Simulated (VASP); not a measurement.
# SiB4Mo (F-43m) in VASP: further runs

Runs on SiB4Mo. Level: PBE. Tasks: relaxation of cell and atoms, single point.

Everything below comes from runs of VASP 6.6.1. Logs are shortened: lines on timing, memory, paths and dates and some standing lists are left out, and cuts for length are marked.

### 1 The cell of the first run

It takes space group F-43m (No. 216, cubic). The conventional cell has a = 6.581 Å, b = 6.581 Å, c = 6.581 Å, α = 90.00°, β = 90.00°, γ = 90.00°. Within 3.7 Å of Si (site symmetry -43m) lie 12 B at 2.78 Å and 4 Mo at 2.85 Å. B (site symmetry 3m) has 1 Mo at 1.66 Å and 3 B at 1.95 Å within 2.2 Å. Mo (site symmetry -43m) has 4 B at 1.66 Å within 2.2 Å.

The cell was generated, and may not be a known phase.

### 2 Relaxation of cell and atoms, PBE

The input, INCAR:

```
SYSTEM = SiB4Mo
PREC     = Accurate       ! precision mode
ENCUT    = 600            ! plane-wave cutoff, eV
EDIFF    = 1E-6           ! SCF threshold, eV
ISMEAR   = 0              ! smearing method
SIGMA    = 0.1            ! smearing width, eV
LREAL    = .False.        ! projectors in reciprocal space
LASPH    = .True.         ! aspherical terms in the spheres
NELM     = 100            ! most SCF steps
ALGO     = Normal         ! electronic algorithm
ISIF     = 3              ! what is computed and relaxed
LWAVE    = .False.        ! write WAVECAR
LCHARG   = .False.        ! write CHGCAR
GGA      = PE             ! functional
IBRION   = 2              ! ionic algorithm
NSW      = 90             ! ionic steps
EDIFFG   = -0.04          ! ionic threshold
```

The input, KPOINTS:

```
regular mesh
0
Gamma
  4 4 4
  0 0 0
```

The input, POSCAR:

```
SiB4Mo
1.0
    0.0000000000      3.2903196300      3.2903196300
    3.2903196300      0.0000000000      3.2903196300
    3.2903196300      3.2903196300      0.0000000000
Si B Mo
1 4 1
Direct
    0.2500000000      0.2500000000      0.2500000000
    0.8546502900      0.8546502900      0.8546502900
    0.8546502900      0.8546502900      0.4360491400
    0.8546502900      0.4360491400      0.8546502900
    0.4360491400      0.8546502900      0.8546502900
    0.0000000000      0.0000000000      0.0000000000
```

Potentials or basis: VASP PAW PBE potentials, release 64 (Si, B, Mo_sv).

Run with:

```
cat potpaw_PBE.64/Si/POTCAR potpaw_PBE.64/B/POTCAR potpaw_PBE.64/Mo_sv/POTCAR > POTCAR
mpirun -np 1 vasp_std > vasp.out
```

OUTCAR:

```text
SYSTEM = SiB4Mo
   PREC = Accurate
   ENCUT = 600
   EDIFF = 1E-6
   ISMEAR = 0
   LREAL = .False.
   LASPH = .True.
   NELM = 100
   ISIF = 3
   GGA = PE
   IBRION = 2
   NSW = 90
   EDIFFG = -0.04

 ion  position               nearest neighbor table
   1  0.250  0.250  0.250-   6 2.85   6 2.85   6 2.85   6 2.85
   2  0.855  0.855  0.855-   6 1.66   4 1.95   5 1.95   3 1.95
   3  0.855  0.855  0.436-   6 1.66   4 1.95   5 1.95   2 1.95
   4  0.855  0.436  0.855-   6 1.66   3 1.95   5 1.95   2 1.95
   5  0.436  0.855  0.855-   6 1.66   3 1.95   4 1.95   2 1.95
   6  0.000  0.000  0.000-   2 1.66   3 1.66   4 1.66   5 1.66   1 2.85   1 2.85   1 2.85   1 2.85

  LATTYP: Found a face centered cubic cell.
 ALAT       =     6.5806392600

  Lattice vectors:

 A1 = (   0.0000000000,   3.2903196300,   3.2903196300)
 A2 = (   3.2903196300,   0.0000000000,   3.2903196300)
 A3 = (   3.2903196300,   3.2903196300,   0.0000000000)

Analysis of symmetry for initial positions (statically):
=====================================================================
 Subroutine PRICEL returns:
 Original cell was already a primitive cell.

 Routine SETGRP: Setting up the symmetry group for a
 face centered cubic supercell.

 Subroutine GETGRP returns: Found 24 space group operations
 (whereof 24 operations were pure point group operations)
 out of a pool of 48 trial point group operations.

The static configuration has the point symmetry T_d .

Analysis of symmetry for dynamics (positions and initial velocities):
=====================================================================
 Subroutine PRICEL returns:
 Original cell was already a primitive cell.

 Routine SETGRP: Setting up the symmetry group for a
 face centered cubic supercell.

 Subroutine GETGRP returns: Found 24 space group operations
 (whereof 24 operations were pure point group operations)
 out of a pool of 48 trial point group operations.

The dynamic configuration has the point symmetry T_d .

 Subroutine INISYM returns: Found 24 space group operations
 (whereof 24 operations are pure point group operations),
 and found     1 'primitive' translations

----------------------------------------------------------------------------------------

                                     Primitive cell

  volume of cell :      71.2433

  direct lattice vectors                    reciprocal lattice vectors
     0.000000000  3.290319630  3.290319630    -0.151960921  0.151960921  0.151960921
[... 73 lines left out ...]
   LSORBIT =      F    spin-orbit coupling
   LASPH  =      T    aspherical Exc in radial PAW
   ENCUT  =  600.0 eV  44.10 Ry    6.64 a.u.   9.29  9.29  9.29*2*pi/ulx,y,z
   NELM   =    100;   NELMIN=  2; NELMDL= -5     # of ELM steps
   EDIFF  = 0.1E-05   stopping-criterion for ELM
   LREAL  =      F    real-space projection
   EDIFFG = -.4E-01   stopping-criterion for IOM
   NSW    =     90    number of steps for IOM
   IBRION =      2    ionic relax: 0-MD 1-quasi-New 2-CG
   NFREE  =      1    steps in history (QN), initial steepest desc. (CG)
   ISIF   =      3    stress and relaxation
   ISYM   =      2    0-nonsym 1-usesym 2-fastsym
   POTIM  = 0.5000    time-step for ionic-motion
   TEBEG  =    0.0;   TEEND  =   0.0 temperature during run
   PSTRESS=    0.0 pullay stress
   NELECT =      30.0000    total number of electrons
   NUPDOWN=      -1.0000    fix difference up-down
   EMIN   =  10.00;   EMAX   =-10.00  energy-range for DOS
   EFERMI =   0.00;   METHOD = LEGACY
   ISMEAR =     0;   SIGMA  =   0.10  broadening in eV -4-tet -1-fermi 0-gaus
   EFERMI_NEDOS =   21; number of points for ismear=-14 and -15
   IALGO  =     38    algorithm
   IMIX   =      4    mixing-type and parameters
     AMIX     =   0.40;   BMIX     =  1.00
     AMIX_MAG =   1.60;   BMIX_MAG =  1.00
  volume/ion in A,a.u.               =      11.87        80.13
  Fermi-wavevector in a.u.,A,eV,Ry     =   1.227064  2.318814 20.486098  1.505686
  Thomas-Fermi vector in A             =   2.362041
   LORBIT       =      0    0 simple, 1 ext, 2 COOP (PROOUT), +10 PAW based schemes
   GGA     = PE    functional components
   LHFCALC =     F    Hartree Fock is set to
   AEXX    =    0.0000 exact exchange contribution
   IVDW    =     0    specifies the selected vdW correction
   LEPSILON=     F    determine dielectric tensor
   LRPA    =     F    only Hartree local field effects (RPA)
 conjugate gradient relaxation of ions
 non-spin polarized calculation
 Gauss-broadening in eV      SIGMA  =   0.10
  energy-cutoff  :      600.00
  volume of cell :       71.24
 maximum number of plane-waves:      2421
 NGX is ok and might be reduce to    40
   NGX = 19   NGY = 19   NGZ = 19

--------------------------------------- Ionic step        1  -------------------------------------------

 number of electron      29.9999999 magnetization

 Free energy of the ion-electron system (eV)
  ---------------------------------------------------
  ext. energy  EPLUGINS =         0.00000000
  ---------------------------------------------------
  free energy    TOTEN  =       -27.08913067 eV

  energy without entropy =      -27.08039665  energy(sigma->0) =      -27.08476366

------------------------ aborting loop because EDIFF is reached ----------------------------------------

  FORCE on cell =-STRESS in cart. coord.  units (eV):
  Direction    XX          YY          ZZ          XY          YZ          ZX
  --------------------------------------------------------------------------------------
  -------------------------------------------------------------------------------------
  Total       26.3532863     26.3532863     26.3532863     -0.0000000     -0.0000000      0.0000000
  in kB      592.6538382    592.6538382    592.6538382     -0.0000000     -0.0000000      0.0000000
  external PRESSURE =     592.6538382 kB  Pullay stress =       0.0000000 kB
[... 458 lines left out ...]
      6      -2.6781      2.00000
[... 11 lines left out ...]
     18       6.7574      0.00000
     19       7.3756      0.00000

[... ionic steps 4 to 8 ...]

--------------------------------------- Ionic step        9  -------------------------------------------

 number of electron      30.0000000 magnetization

------------------------ aborting loop because EDIFF is reached ----------------------------------------
[... 75 lines left out ...]
--------------------------------------- Ionic step       11  -------------------------------------------

 number of electron      30.0000000 magnetization

 Free energy of the ion-electron system (eV)
  ---------------------------------------------------
  ext. energy  EPLUGINS =         0.00000000
  ---------------------------------------------------
  free energy    TOTEN  =       -36.26433271 eV

  energy without entropy =      -36.25439903  energy(sigma->0) =      -36.25936587

 E-fermi :   3.8596     XC(G=0):  -9.6141

 val. band max:        3.6927150577   @ k =  -0.2500   0.5000   0.2500
 cond. band min:       3.9133515423   @ k =  -0.2500   0.2500   0.0000
 fundamental gap:      0.2206364846
 Fermi energy:         3.8595761236
[... 207 lines left out ...]
  FREE ENERGIE OF THE ION-ELECTRON SYSTEM (eV)
  ---------------------------------------------------
  free  energy   TOTEN  =       -36.2643327090 eV

  energy  without entropy=      -36.2543990250  energy(sigma->0) =      -36.25936587

 reached required accuracy - stopping structural energy minimisation
```

OSZICAR:

```text
N       E                     dE             d eps       ncg     rms          rms(c)
DAV:   1     0.204057351975E+03    0.20406E+03   -0.16328E+04   312   0.164E+03
DAV:   2    -0.230387647742E+02   -0.22710E+03   -0.22201E+03   390   0.377E+02
DAV:   3    -0.308361461602E+02   -0.77974E+01   -0.74772E+01   373   0.607E+01
[... 132 lines left out ...]
DAV:   4    -0.362643224187E+02    0.72388E-05   -0.97667E-04   316   0.231E-01    0.625E-02
DAV:   5    -0.362643356424E+02   -0.13224E-04   -0.77768E-05   415   0.579E-02    0.328E-02
DAV:   6    -0.362643314658E+02    0.41766E-05   -0.29593E-05   393   0.260E-02    0.135E-02
DAV:   7    -0.362643325269E+02   -0.10611E-05   -0.14387E-06   191   0.778E-03    0.247E-03
DAV:   8    -0.362643327090E+02   -0.18209E-06   -0.31677E-07   167   0.341E-03
  11 F= -.36264333E+02 E0= -.36259366E+02  d E =-.301319E-03
```

Run time: 2.7 min. Hardware: 1 thread of Intel Xeon Platinum 8488C (Sapphire Rapids), shared host; peak memory 0.25 GiB.

Results:

```
Free energy                           : -36.2643 eV
Relaxed volume                        : 15.26 Å³/atom
Relaxed cell                          : a = 5.059 Å, b = 5.059 Å, c = 5.059 Å, α = 60.00°, β = 60.00°, γ = 60.00°
Space group after relaxing (to 0.1 Å) : F-43m (No. 216)
Pressure after relaxing               : 0.1 GPa
Largest force after relaxing          : 0.013 eV/Å
Band gap on the k mesh                : zero (bands 15 and 16 overlap by 0.81 eV)
```

Forces on the atoms (eV/Å):
```
Si   0.000  0.000  0.000
B    0.008  0.008  0.008
B   -0.008 -0.008  0.008
B   -0.008  0.008 -0.008
B    0.008 -0.008 -0.008
Mo   0.000  0.000  0.000
```

Final structure:
```
CELL_PARAMETERS angstrom
0.00000 3.57709 3.57709
3.57709 0.00000 3.57709
3.57709 3.57709 0.00000
ATOMIC_POSITIONS crystal
Si 0.25000 0.25000 0.25000
B 0.83491 0.83491 0.83491
B 0.83491 0.83491 0.49528
B 0.83491 0.49528 0.83491
B 0.49528 0.83491 0.83491
Mo 0.00000 0.00000 0.00000
```

Levels at points of the mesh, in eV from the Fermi level:
| k point | band 12 | band 13 | band 14 | band 15 | band 16 | band 17 | band 18 | band 19 |
| --- | --- | --- | --- | --- | --- | --- | --- | --- |
| (0.00, 0.00, 0.00) | -1.69 | -1.03 | -1.03 | -1.03 | 0.61 | 0.61 | 0.61 | 3.07 |
| (0.50, 0.00, 0.00) | -2.26 | -2.20 | -1.83 | -1.83 | 0.85 | 0.85 | 2.39 | 3.77 |
| (0.50, 0.50, 0.00) | -2.32 | -2.32 | -0.54 | 0.87 | 0.96 | 0.96 | 1.23 | 1.44 |

Caveat: the k points lie up to 0.38 Å⁻¹ apart in the final cell, too coarse for converged energies and pressures of a metal; the volume moved by over 15 % at a fixed basis, so the end points are rough.

### 3 Single point, PBE

This run uses another cell than the first one, of 15.21 Å³/atom.

The input, INCAR:

```
SYSTEM = SiB4Mo
PREC = Accurate ; ENCUT = 520
EDIFF = 1E-6 ; ISMEAR = 0
SIGMA = 0.1 ; LREAL = .FALSE.
LASPH = .TRUE. ; NELM = 60
ALGO = Normal ; ISIF = 2
LWAVE = .FALSE. ; LCHARG = .TRUE.
GGA = PE ; LELF = .TRUE.
LVHAR = .TRUE. ; NBANDS = 24
```

The input, KPOINTS:

```
Automatic mesh
0
G
  10 10 10
  0 0 0
```

The input, POSCAR:

```
SiB4Mo
1.0
    0.0000000000      3.5736920030      3.5736920030
    3.5736920030      0.0000000000      3.5736920030
    3.5736920030      3.5736920030      0.0000000000
Si B Mo
1 4 1
Direct
    0.7500000000      0.7500000000      0.7500000000
    0.1650031532      0.5049905404      0.1650031532
    0.1650031532      0.1650031532      0.1650031532
    0.5049905404      0.1650031532      0.1650031532
    0.1650031532      0.1650031532      0.5049905404
    0.0000000000      0.0000000000      0.0000000000
```

Potentials or basis: VASP PAW PBE potentials, release 64 (Si, B, Mo_sv).

Run with:

```
cat potpaw_PBE.64/Si/POTCAR potpaw_PBE.64/B/POTCAR potpaw_PBE.64/Mo_sv/POTCAR > POTCAR
mpirun -np 1 vasp_std > vasp.out
```

Run time: 98 s. Hardware: 1 thread of Intel Xeon Platinum 8488C (Sapphire Rapids), shared host; peak memory 0.29 GiB.

Results (log left out):

```
Free energy            : -36.3063 eV
Pressure               : 0.0 GPa
Band gap on the k mesh : zero (bands 15 and 16 overlap by 0.95 eV)
```

Levels at points of the mesh, in eV from the Fermi level:
| k point | band 11 | band 12 | band 13 | band 14 | band 15 | band 16 | band 17 | band 18 | band 19 | band 20 |
| --- | --- | --- | --- | --- | --- | --- | --- | --- | --- | --- |
| (0.00, 0.00, 0.00) | -2.00 | -1.69 | -1.01 | -1.01 | -1.01 | 0.61 | 0.61 | 0.61 | 3.08 | 3.08 |
| (0.50, 0.00, 0.00) | -2.27 | -2.27 | -2.19 | -1.82 | -1.82 | 0.88 | 0.88 | 2.39 | 3.80 | 3.80 |
| (0.50, 0.50, 0.00) | -2.59 | -2.31 | -2.31 | -0.51 | 0.86 | 0.95 | 0.95 | 1.25 | 1.44 | 2.80 |

### 4 Relaxation of cell and atoms, PBE

This run uses another cell than the first one, of 15.27 Å³/atom.

The input, INCAR:

```
PREC     = Accurate       # precision mode
ENCUT    = 600            # plane-wave cutoff, eV
EDIFF    = 1E-6           # SCF threshold, eV
ISMEAR   = 0              # smearing method
SIGMA    = 0.1            # smearing width, eV
LREAL    = False          # projectors in reciprocal space
LASPH    = True           # aspherical terms in the spheres
NELM     = 60             # most SCF steps
ALGO     = Normal         # electronic algorithm
ISIF     = 3              # what is computed and relaxed
LWAVE    = False          # write WAVECAR
LCHARG   = False          # write CHGCAR
GGA      = PE             # functional
IBRION   = 2              # ionic algorithm
NSW      = 100            # ionic steps
EDIFFG   = -0.01          # ionic threshold
```

The input, KPOINTS:

```
regular mesh
0
Gamma
  10 10 10
```

The input, POSCAR:

```
SiB4Mo
1.0
    0.0000000000      3.5777863739      3.5777863739
    3.5777863739      0.0000000000      3.5777863739
    3.5777863739      3.5777863739      0.0000000000
Si B Mo
1 4 1
Direct
    0.7500000000      0.7500000000      0.7500000000
    0.1650854183      0.5047437450      0.1650854183
    0.1650854183      0.1650854183      0.1650854183
    0.5047437450      0.1650854183      0.1650854183
    0.1650854183      0.1650854183      0.5047437450
    0.0000000000      0.0000000000      0.0000000000
```

Potentials or basis: VASP PAW PBE potentials, release 64 (Si, B, Mo_sv).

Run with:

```
cat potpaw_PBE.64/Si/POTCAR potpaw_PBE.64/B/POTCAR potpaw_PBE.64/Mo_sv/POTCAR > POTCAR
mpirun -np 1 vasp_std > vasp.out
```

OUTCAR:

```text
PREC = Accurate
   ENCUT = 600
   EDIFF = 1E-6
   ISMEAR = 0
   LREAL = False
   LASPH = True
   NELM = 60
   ISIF = 3
   GGA = PE
   IBRION = 2
   NSW = 100
   EDIFFG = -0.01

 ion  position               nearest neighbor table
   1  0.750  0.750  0.750-   6 3.10   6 3.10   6 3.10   6 3.10
   2  0.165  0.505  0.165-   3 1.72   4 1.72   5 1.72   6 2.05
   3  0.165  0.165  0.165-   2 1.72   4 1.72   5 1.72   6 2.05
   4  0.505  0.165  0.165-   2 1.72   3 1.72   5 1.72   6 2.05
   5  0.165  0.165  0.505-   2 1.72   3 1.72   4 1.72   6 2.05
   6  0.000  0.000  0.000-   3 2.05   2 2.05   4 2.05   5 2.05   1 3.10   1 3.10   1 3.10   1 3.10

  LATTYP: Found a face centered cubic cell.
 ALAT       =     7.1555727478

  Lattice vectors:

 A1 = (   0.0000000000,   3.5777863739,   3.5777863739)
[... 352 lines left out ...]
  free energy    TOTEN  =       -36.30927182 eV

  energy without entropy =      -36.30252817  energy(sigma->0) =      -36.30590000

 E-fermi :   3.8883     XC(G=0):  -9.6272

 val. band max:        3.8294886364   @ k =   0.5000   0.4000   0.1000
 cond. band min:       3.9026445194   @ k =  -0.3000   0.4000   0.1000
 fundamental gap:      0.0731558830
 Fermi energy:         3.8882609335

 k-point     1 :       0.0000    0.0000    0.0000
  band No.  band energies     occupation
      1     -56.2713      2.00000
      2     -30.4736      2.00000
      3     -30.4736      2.00000
      4     -30.4736      2.00000
      5      -8.9375      2.00000
      6      -3.6452      2.00000
[... 505 lines left out ...]
      6      -3.7174      2.00000
[... 11 lines left out ...]
     18       5.8286      0.00000
     19       6.0236      0.00000

 [... further k-points ...]

------------------------ aborting loop because EDIFF is reached ----------------------------------------

  FORCE on cell =-STRESS in cart. coord.  units (eV):
  Direction    XX          YY          ZZ          XY          YZ          ZX
  --------------------------------------------------------------------------------------
  -------------------------------------------------------------------------------------
  Total       -0.0040912     -0.0040912     -0.0040912     -0.0000000      0.0000000      0.0000000
  in kB       -0.0718214     -0.0718214     -0.0718214     -0.0000000      0.0000000      0.0000000
  external PRESSURE =      -0.0718214 kB  Pullay stress =       0.0000000 kB
[... 21 lines left out ...]
  FREE ENERGIE OF THE ION-ELECTRON SYSTEM (eV)
  ---------------------------------------------------
  free  energy   TOTEN  =       -36.3092718196 eV

  energy  without entropy=      -36.3025281738  energy(sigma->0) =      -36.30590000

 reached required accuracy - stopping structural energy minimisation
```

OSZICAR:

```text
N       E                     dE             d eps       ncg     rms          rms(c)
DAV:   1     0.187432076559E+03    0.18743E+03   -0.15373E+04  1794   0.158E+03
DAV:   2    -0.327212195065E+02   -0.22015E+03   -0.21448E+03  2257   0.354E+02
DAV:   3    -0.427025937653E+02   -0.99814E+01   -0.95155E+01  2302   0.642E+01
DAV:   4    -0.429392424455E+02   -0.23665E+00   -0.23427E+00  2256   0.907E+00
[... 40 lines left out ...]
DAV:   1    -0.363093934376E+02   -0.14377E-03   -0.23774E-03  1891   0.440E-01    0.971E-02
DAV:   2    -0.363093747790E+02    0.18659E-04   -0.21564E-03  2125   0.278E-01    0.908E-02
DAV:   3    -0.363092726159E+02    0.10216E-03   -0.50797E-04  2173   0.124E-01    0.128E-02
DAV:   4    -0.363092720342E+02    0.58170E-06   -0.22855E-05  2212   0.328E-02    0.807E-03
DAV:   5    -0.363092718196E+02    0.21466E-06   -0.17018E-06  1232   0.765E-03
   5 F= -.36309272E+02 E0= -.36305900E+02  d E =-.194736E-04
```

It took 3.9 min on 1 thread of Intel Xeon Platinum 8488C (Sapphire Rapids), shared host; peak memory 0.32 GiB.

What came out:

- Free energy: -36.3093 eV
- Relaxed volume: 15.21 Å³/atom
- Relaxed cell: a = 5.054 Å, b = 5.054 Å, c = 5.054 Å, α = 60.00°, β = 60.00°, γ = 60.00°
- Space group after relaxing (to 0.1 Å): F-43m (No. 216)
- Energy gained by relaxing: 0.1 meV/atom
- Ionic steps: 5
- Pressure after relaxing: 0.0 GPa
- Band gap on the k mesh: zero (bands 15 and 16 overlap by 0.95 eV)

Forces in eV/Å, atoms in the order of the input:
```
Si   0.000  0.000  0.000
B   -0.001  0.001 -0.001
B    0.001  0.001  0.001
B    0.001 -0.001 -0.001
B   -0.001 -0.001  0.001
Mo   0.000  0.000  0.000
```

The path:
```tsv
step	energy change (eV)	largest force (eV/Å)	pressure (GPa)	volume (Å³)
1	0.0000	0.0437	-0.36	91.60
2	-0.0003	0.0539	0.13	91.14
3	-0.0004	0.0181	-0.05	91.30
4	-0.0004	0.0199	0.06	91.22
5	-0.0005	0.0021	-0.01	91.27
```

Final structure:
```xyz
6
Lattice="0.0000 3.5735 3.5735 3.5735 0.0000 3.5735 3.5735 3.5735 0.0000" Properties=species:S:1:pos:R:3 pbc="T T T"
Si    5.3602    5.3602    5.3602
B     2.3942    1.1793    2.3942
B     1.1793    1.1793    1.1793
B     1.1793    2.3942    2.3942
B     2.3942    2.3942    1.1793
Mo    0.0000    0.0000    0.0000
```

### 5 Summary

```tsv
task	cell	k mesh	cutoff (eV)	gap on the mesh (eV)	pressure (GPa)	relaxed volume (Å³/atom)
relaxation of cell and atoms	relaxed from a = 4.653 Å, angles 60.0°, 6 atoms, atomic positions A	4 × 4 × 4	600	none	0.1	15.26
single point	a = 5.054 Å, angles 60.0°, 6 atoms, atomic positions B	10 × 10 × 10	520	none	0.0	-
relaxation of cell and atoms	relaxed from a = 5.060 Å, angles 60.0°, 6 atoms, atomic positions C	10 × 10 × 10	600	none	0.0	15.21
```

Alike in all rows: level PBE; potentials or basis VASP PAW PBE potentials, release 64 (Si, B, Mo_sv); no spin polarisation; smearing gaussian 0.1 eV.

Caveats: some runs use coarse meshes; the volume moved by over 15 % at a fixed basis, so the end points are rough (at least some runs).

Absolute energies hang on the potentials; compare differences alone.

The gap in the log of VASP goes by the Fermi energy; the results here count the filled bands.